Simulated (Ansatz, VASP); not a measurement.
Ta6N5: VASP beside Ansatz

INCAR

```
PREC = Accurate ; ENCUT = 520
EDIFF = 1E-7 ; ISMEAR = 1
SIGMA = 0.1 ; LREAL = F
LASPH = T ; NELM = 60
ALGO = Normal ; ISIF = 2
LWAVE = F ; LCHARG = T
GGA = PS ; LVHAR = T
NBANDS = 56 ; KPAR = 4
```

The input KPOINTS:

```
Automatic mesh
0
Gamma
  7 7 6
```

Contents of POSCAR:

```
Ta6N5
1.0
    5.1783381800     -0.0000000300      0.0000000000
   -2.5891690600      4.4845724300      0.0000000000
    0.0000000000      0.0000000000      5.7917586600
Ta N
6 5
Direct
   -0.0032652400     -0.0048578300     -0.0015115200
    0.3347511200      0.6651801400      0.2482992700
    0.6667762800      0.3331575600      0.2482984400
   -0.0005994100     -0.0021889300      0.4984930100
    0.3347499500      0.6651836800      0.7486840500
    0.6667789000      0.3331614900      0.7486830000
    0.3904428800     -0.0047247200     -0.0015084000
    0.6019652800      0.6003710900     -0.0015095200
   -0.0031301400      0.3888498300     -0.0015072100
    0.4013017400      0.0018166200      0.4984935000
    0.0034119400      0.3997141800      0.4984917800
```

Input for Ansatz:

```yaml
crystal:
  lattice:
    - [5.17833818, -3.0e-08, 0.0]
    - [-2.58916906, 4.48457243, 0.0]
    - [0.0, 0.0, 5.79175866]
  atoms:
    - { symbol: Ta, position: [-0.00326524, -0.00485783, -0.00151152] }
    - { symbol: Ta, position: [0.33475112, 0.66518014, 0.24829927] }
    - { symbol: Ta, position: [0.66677628, 0.33315756, 0.24829844] }
    - { symbol: "N", position: [0.39044288, -0.00472472, -0.0015084] }
    - { symbol: "N", position: [0.60196528, 0.60037109, -0.00150952] }
    - { symbol: "N", position: [-0.00313014, 0.38884983, -0.00150721] }
    - { symbol: Ta, position: [-0.00059941, -0.00218893, 0.49849301] }
    - { symbol: Ta, position: [0.33474995, 0.66518368, 0.74868405] }
    - { symbol: Ta, position: [0.6667789, 0.33316149, 0.748683] }
    - { symbol: "N", position: [0.40130174, 0.00181662, 0.4984935] }
    - { symbol: "N", position: [0.00341194, 0.39971418, 0.49849178] }
basis:
  ecutwfc: 420
  xc_grid: 2
hamiltonian:
  xc: pbesol
  pseudopotentials: { kind: paw, azcp: { folder: soft_1 } }
kpoints:
  mp_grid: { grid: [7, 7, 6] }
scf:
  occupations: { method: methfessel_paxton, width: 0.1 }
  max_iter: 190
output:
  forces: true
  eigenvalues: true
checkpoint:
  write: "../q0.start.mesh.run"
  compress: false
  write_wavefunctions: false
  write_every: 100000
```

Alike in both runs: task single point; functional PBEsol; k mesh 7 × 7 × 6; occupations methfessel-paxton of order 1, width 0.1 eV; no spin polarisation.

|  | VASP | Ansatz |
| --- | --- | --- |
| version | VASP 6.6.1 | Ansatz 0.2.0 |
| potentials or method | VASP PAW PBE potentials, release 64 (Ta_pv, N), cutoff 520 eV | plane-wave PAW DFT |
| valence electrons in the cell | 91 | 103 |

VASP gave:

```
rms of the force components (eV/Å) : 0.076
```

Problem. What did Ansatz give for the same quantities?

Solution. rms of the force components (eV/Å): 0.080.

VASP's potentials were made for PBE, not for PBEsol, and Ansatz warns of the same on its side. The functional is the same, so the differences come from potentials, cutoffs and numerics. VASP's potentials hold 91 valence electrons a cell and Ansatz's 103, so a difference there can come from the potentials and not from the codes. Ansatz's warnings: structure snapped to symmetry.

Spin-orbit coupling is off throughout.
